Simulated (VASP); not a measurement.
# LiK in VASP: notebook

The runs below take LiK through relaxation of the atoms, single point, with PBE, RPBE.

Program: VASP 6.6.1. These are calculated values, not measurements. Logs are shortened: lines on timing, memory, paths and dates and some standing lists are left out, and cuts for length are marked.

### 1 The cell of the first run

The cell holds a molecule in a box, 2 atoms: a = 9.000 Å, b = 9.000 Å, c = 13.000 Å, α = 90.00°, β = 90.00°, γ = 90.00°.

### 2 Relaxation of the atoms, PBE (atoms moved at random)

Input file INCAR:

```
GGA = PE ; ISMEAR = 0
SIGMA = 0.03 ; LWAVE = False
LCHARG = False ; ISIF = 0
NSW = 120 ; PREC = Accurate
LASPH = True ; LREAL = False
ALGO = Normal ; EDIFF = 1E-7
NELM = 120 ; GGA_COMPAT = False
IBRION = 2 ; EDIFFG = -0.01
NELMIN = 4 ; ENCUT = 650
EFERMI = MIDGAP ; NELMDL = -8
```

Input file KPOINTS:

```
k-points
0
Gamma
  1 1 1
```

Input file POSCAR:

```
KLi
1.0
    9.0000000000      0.0000000000      0.0000000000
    0.0000000000      9.0000000000      0.0000000000
    0.0000000000      0.0000000000     13.0000000000
Li K
1 1
Direct
    0.5061630000      0.5037110000      0.3748780000
    0.4955190000      0.5113320000      0.6295590000
```

Potentials or basis: VASP PAW PBE potentials, release 64 (Li_sv, K_sv).

Command:

```sh
cat potpaw_PBE.64/Li_sv/POTCAR potpaw_PBE.64/K_sv/POTCAR > POTCAR
mpirun -np 1 vasp_gam > vasp.out
```

OUTCAR:

```text
GGA = PE
   ISMEAR = 0
   ISIF = 0
   NSW = 120
   PREC = Accurate
   LASPH = True
   LREAL = False
   EDIFF = 1E-7
   NELM = 120
   IBRION = 2
   EDIFFG = -0.01
   NELMIN = 4
   ENCUT = 650
   EFERMI = MIDGAP
   NELMDL = -8

 Found      1 irreducible k-points:

 Following reciprocal coordinates:
            Coordinates               Weight
  0.000000  0.000000  0.000000      1.000000
   k-points           NKPTS =      1   k-points in BZ     NKDIM =      1   number of bands    NBANDS=     10
   number of dos      NEDOS =    301   number of ions     NIONS =      2
   total plane-waves  NPLWV = 691200
   dimension x,y,z NGX =    80 NGY =   80 NGZ =  108
   dimension x,y,z NGXF=   160 NGYF=  160 NGZF=  216
   ions per type =               1   1
   NGX,Y,Z   is equivalent  to a cutoff of  14.78, 14.78, 13.81 a.u.
   NGXF,Y,Z  is equivalent  to a cutoff of  29.55, 29.55, 27.62 a.u.
 SYSTEM =  unknown system
   PREC   = accura    normal or accurate (medium, high low for compatibility)
   ISTART =      0    job   : 0-new  1-cont  2-samecut
   ICHARG =      2    charge: 1-file 2-atom 10-const
   ISPIN  =      1    spin polarized calculation?
   LNONCOLLINEAR =      F non collinear calculations
   LSORBIT =      F    spin-orbit coupling
   LASPH  =      T    aspherical Exc in radial PAW
   ENCUT  =  650.0 eV  47.77 Ry    6.91 a.u.  18.71 18.71 27.02*2*pi/ulx,y,z
   NELM   =    120;   NELMIN=  4; NELMDL= -8     # of ELM steps
   EDIFF  = 0.1E-06   stopping-criterion for ELM
   LREAL  =      F    real-space projection
   EDIFFG = -.1E-01   stopping-criterion for IOM
   NSW    =    120    number of steps for IOM
   IBRION =      2    ionic relax: 0-MD 1-quasi-New 2-CG
   NFREE  =      1    steps in history (QN), initial steepest desc. (CG)
   ISIF   =      0    stress and relaxation
   ISYM   =      2    0-nonsym 1-usesym 2-fastsym
   POTIM  = 0.5000    time-step for ionic-motion
   TEBEG  =    0.0;   TEEND  =   0.0 temperature during run

   SCALEE = 1.0000    scale energy and forces
   PSTRESS=    0.0 pullay stress
   NELECT =      12.0000    total number of electrons
   NUPDOWN=      -1.0000    fix difference up-down
   EMIN   =  10.00;   EMAX   =-10.00  energy-range for DOS
   EFERMI =   0.00;   METHOD = MIDGAP
   ISMEAR =     0;   SIGMA  =   0.03  broadening in eV -4-tet -1-fermi 0-gaus
   EFERMI_NEDOS =   21; number of points for ismear=-14 and -15
   IALGO  =     38    algorithm
   IMIX   =      4    mixing-type and parameters
     AMIX     =   0.40;   BMIX     =  1.00
     AMIX_MAG =   1.60;   BMIX_MAG =  1.00
  volume/ion in A,a.u.               =     526.50      3553.00
  Fermi-wavevector in a.u.,A,eV,Ry     =   0.368405  0.696185  1.846616  0.135722
  Thomas-Fermi vector in A             =   1.294246
   LORBIT       =      0    0 simple, 1 ext, 2 COOP (PROOUT), +10 PAW based schemes
   GGA     = PE    functional components
   LHFCALC =     F    Hartree Fock is set to
   AEXX    =    0.0000 exact exchange contribution
   IVDW    =     0    specifies the selected vdW correction
   LEPSILON=     F    determine dielectric tensor
   LRPA    =     F    only Hartree local field effects (RPA)

   CSHIFT  =0.1000    complex shift for real part using Kramers Kronig

   OMEGAMAX=  -1.0    maximum frequency
 conjugate gradient relaxation of ions
 non-spin polarized calculation
 Gauss-broadening in eV      SIGMA  =   0.03
  energy-cutoff  :      650.00
  volume of cell :     1053.00
 maximum number of plane-waves:     19826
 NGX is ok and might be reduce to    80
   NGX = 37   NGY = 37   NGZ = 55

--------------------------------------- Ionic step        1  -------------------------------------------

 number of electron      11.9999997 magnetization

 Free energy of the ion-electron system (eV)
  ---------------------------------------------------
  ext. energy  EPLUGINS =         0.00000000
  ---------------------------------------------------
  free energy    TOTEN  =        -1.29120418 eV

  energy without entropy =       -1.29120418  energy(sigma->0) =       -1.29120418

------------------------ aborting loop because EDIFF is reached ----------------------------------------

 VOLUME and BASIS-vectors are now :
 -----------------------------------------------------------------------------
  energy-cutoff  :      650.00
  volume of cell :     1053.00
      direct lattice vectors                 reciprocal lattice vectors
     9.000000000  0.000000000  0.000000000     0.111111111  0.000000000  0.000000000
     0.000000000  9.000000000  0.000000000     0.000000000  0.111111111  0.000000000
     0.000000000  0.000000000 13.000000000     0.000000000  0.000000000  0.076923077

 POSITION                                       TOTAL-FORCE (eV/Angst)
 -----------------------------------------------------------------------------------
      4.55547      4.53340      4.87341         0.004296     -0.003096     -0.079779
      4.45967      4.60199      8.18427        -0.004296      0.003096      0.079779
 -----------------------------------------------------------------------------------
    total drift:                                0.000078     -0.000104     -0.000048

  FREE ENERGIE OF THE ION-ELECTRON SYSTEM (eV)
  ---------------------------------------------------
  free  energy   TOTEN  =        -1.2912041777 eV

  energy  without entropy=       -1.2912041777  energy(sigma->0) =       -1.29120418

--------------------------------------- Ionic step        2  -------------------------------------------

 number of electron      11.9999998 magnetization

------------------------ aborting loop because EDIFF is reached ----------------------------------------

 VOLUME and BASIS-vectors are now :
 -----------------------------------------------------------------------------
  energy-cutoff  :      650.00
  volume of cell :     1053.00
      direct lattice vectors                 reciprocal lattice vectors
     9.000000000  0.000000000  0.000000000     0.111111111  0.000000000  0.000000000
     0.000000000  9.000000000  0.000000000     0.000000000  0.111111111  0.000000000
     0.000000000  0.000000000 13.000000000     0.000000000  0.000000000  0.076923077

 POSITION                                       TOTAL-FORCE (eV/Angst)
 -----------------------------------------------------------------------------------
      4.55567      4.53325      4.86957         0.004089     -0.002965     -0.072499
      4.45946      4.60214      8.18812        -0.004089      0.002965      0.072499
 -----------------------------------------------------------------------------------
    total drift:                                0.000088     -0.000140     -0.000465

  FREE ENERGIE OF THE ION-ELECTRON SYSTEM (eV)
  ---------------------------------------------------
  free  energy   TOTEN  =        -1.2917932491 eV

  energy  without entropy=       -1.2917932491  energy(sigma->0) =       -1.29179325

--------------------------------------- Ionic step        3  -------------------------------------------

 number of electron      12.0000001 magnetization

------------------------ aborting loop because EDIFF is reached ----------------------------------------

 VOLUME and BASIS-vectors are now :
 -----------------------------------------------------------------------------
  energy-cutoff  :      650.00
  volume of cell :     1053.00
      direct lattice vectors                 reciprocal lattice vectors
     9.000000000  0.000000000  0.000000000     0.111111111  0.000000000  0.000000000
     0.000000000  9.000000000  0.000000000     0.000000000  0.111111111  0.000000000
     0.000000000  0.000000000 13.000000000     0.000000000  0.000000000  0.076923077

 POSITION                                       TOTAL-FORCE (eV/Angst)
 -----------------------------------------------------------------------------------
      4.55630      4.53280      4.85802         0.003504     -0.002667     -0.051279
      4.45884      4.60259      8.19966        -0.003504      0.002667      0.051279
 -----------------------------------------------------------------------------------
    total drift:                                0.000071     -0.000342     -0.000871

  FREE ENERGIE OF THE ION-ELECTRON SYSTEM (eV)
  ---------------------------------------------------
  free  energy   TOTEN  =        -1.2932297382 eV

  energy  without entropy=       -1.2932297382  energy(sigma->0) =       -1.29322974

--------------------------------------- Ionic step        4  -------------------------------------------

 number of electron      12.0000002 magnetization

------------------------ aborting loop because EDIFF is reached ----------------------------------------

 VOLUME and BASIS-vectors are now :
 -----------------------------------------------------------------------------
  energy-cutoff  :      650.00
  volume of cell :     1053.00
      direct lattice vectors                 reciprocal lattice vectors
     9.000000000  0.000000000  0.000000000     0.111111111  0.000000000  0.000000000
     0.000000000  9.000000000  0.000000000     0.000000000  0.111111111  0.000000000
     0.000000000  0.000000000 13.000000000     0.000000000  0.000000000  0.076923077

 POSITION                                       TOTAL-FORCE (eV/Angst)
 -----------------------------------------------------------------------------------
      4.55754      4.53191      4.83493         0.002353     -0.001843     -0.010334
      4.45760      4.60348      8.22275        -0.002353      0.001843      0.010334
 -----------------------------------------------------------------------------------
    total drift:                                0.000065     -0.000334      0.000671

  FREE ENERGIE OF THE ION-ELECTRON SYSTEM (eV)
  ---------------------------------------------------
  free  energy   TOTEN  =        -1.2946522227 eV

  energy  without entropy=       -1.2946522227  energy(sigma->0) =       -1.29465222

--------------------------------------- Ionic step        5  -------------------------------------------

 number of electron      12.0000000 magnetization

 Free energy of the ion-electron system (eV)
  ---------------------------------------------------
  ext. energy  EPLUGINS =         0.00000000
  ---------------------------------------------------
  free energy    TOTEN  =        -1.29471774 eV

  energy without entropy =       -1.29471774  energy(sigma->0) =       -1.29471774

 E-fermi :  -2.1055     XC(G=0):  -1.7232

 val. band max:       -2.6791598295   @ k =   0.0000   0.0000   0.0000
 cond. band min:      -1.5317723742   @ k =   0.0000   0.0000   0.0000
 fundamental gap:      1.1473874553
 Fermi energy:        -2.1054661018

 k-point     1 :       0.0000    0.0000    0.0000
  band No.  band energies     occupation
      1     -50.6678      2.00000
      2     -34.9335      2.00000
      3     -18.4162      2.00000
      4     -18.4161      2.00000
      5     -18.3897      2.00000
      6      -2.6792      2.00000
      7      -1.5318      0.00000
      8      -0.7924      0.00000
      9      -0.6064      0.00000
     10      -0.6063      0.00000

------------------------ aborting loop because EDIFF is reached ----------------------------------------

 VOLUME and BASIS-vectors are now :
 -----------------------------------------------------------------------------
  energy-cutoff  :      650.00
  volume of cell :     1053.00
      direct lattice vectors                 reciprocal lattice vectors
     9.000000000  0.000000000  0.000000000     0.111111111  0.000000000  0.000000000
     0.000000000  9.000000000  0.000000000     0.000000000  0.111111111  0.000000000
     0.000000000  0.000000000 13.000000000     0.000000000  0.000000000  0.076923077

 POSITION                                       TOTAL-FORCE (eV/Angst)
 -----------------------------------------------------------------------------------
      4.55786      4.53168      4.82900         0.002067     -0.001584     -0.000398
      4.45728      4.60371      8.22868        -0.002067      0.001584      0.000398
 -----------------------------------------------------------------------------------
    total drift:                                0.000085     -0.000252      0.000796

  FREE ENERGIE OF THE ION-ELECTRON SYSTEM (eV)
  ---------------------------------------------------
  free  energy   TOTEN  =        -1.2947177399 eV

  energy  without entropy=       -1.2947177399  energy(sigma->0) =       -1.29471774

 reached required accuracy - stopping structural energy minimisation
```

Wall time 3.9 min (1 thread of Intel Xeon 6975P-C (Granite Rapids), shared host); peak memory 1.3 GiB.

What came out:

* Free energy: -1.2947 eV
* Energy gained by relaxing: 1.8 meV/atom
* Ionic steps: 5
* Gap between the frontier levels: 1.15 eV

Forces on the atoms (eV/Å):
```
Li   0.002 -0.002  0.000
K   -0.002  0.002  0.000
```

Step by step:
```csv
step,energy change (eV),largest force (eV/Å)
1,0.0000,0.0800
2,-0.0006,0.0727
3,-0.0020,0.0515
4,-0.0034,0.0108
5,-0.0035,0.0026
```

Final structure:
```yaml
crystal:
  lattice:
    - [9.00000, 0.00000, 0.00000]
    - [0.00000, 9.00000, 0.00000]
    - [0.00000, 0.00000, 13.00000]
  atoms:
    - { symbol: Li, position: [0.50643, 0.50352, 0.37146] }
    - { symbol: K, position: [0.49525, 0.51152, 0.63298] }
```

Caveat: the cell differs from its parent crystal (atoms moved at random).

### 3 Relaxation of the atoms, PBE (atoms moved at random)

INCAR: that of step 2 with these lines changed.

```diff
@@ -7,4 +7,4 @@
 NELM = 120 ; GGA_COMPAT = False
-IBRION = 2 ; EDIFFG = -0.01
-NELMIN = 4 ; ENCUT = 650
+IBRION = 2 ; EDIFFG = -0.005
+NELMIN = 4 ; ENCUT = 1000
 EFERMI = MIDGAP ; NELMDL = -8
```

KPOINTS is that of step 2.

POSCAR is that of step 2.

Potentials or basis: VASP PAW PBE potentials, release 64 (Li_sv, K_sv).

Command:

```sh
cat potpaw_PBE.64/Li_sv/POTCAR potpaw_PBE.64/K_sv/POTCAR > POTCAR
mpirun -np 1 vasp_gam > vasp.out
```

It took 4.7 min on 1 thread of Intel Xeon 6975P-C (Granite Rapids), shared host; peak memory 1.7 GiB.

The run converged. Its results:

```
Free energy                     : -1.2955 eV
Energy gained by relaxing       : 1.7 meV/atom
Ionic steps                     : 5
Gap between the frontier levels : 1.15 eV
```

Forces in eV/Å, atoms in the order of the input:
```
Li   0.002 -0.001  0.000
K   -0.002  0.001  0.000
```

Step by step:
| step | energy change (eV) | largest force (eV/Å) |
| --- | --- | --- |
| 1 | 0.0000 | 0.0783 |
| 2 | -0.0006 | 0.0710 |
| 3 | -0.0019 | 0.0501 |
| 4 | -0.0033 | 0.0111 |
| 5 | -0.0034 | 0.0024 |

Final structure:
```
Li K
1.0
     9.00000    0.00000    0.00000
     0.00000    9.00000    0.00000
     0.00000    0.00000   13.00000
Li K
1 1
Cartesian
  4.5578 4.5317 4.8294
  4.4573 4.6037 8.2283
```

Levels at points of the mesh, in eV from the valence-band top:
| k point | band 3 | band 4 | band 5 | band 6 | band 7 | band 8 | band 9 | band 10 |
| --- | --- | --- | --- | --- | --- | --- | --- | --- |
| (0.00, 0.00, 0.00) | -15.74 | -15.74 | -15.71 | 0.00 | 1.15 | 1.89 | 2.08 | 2.08 |

Caveat: the cell differs from its parent crystal (atoms moved at random).

[end of part 1 of 2]
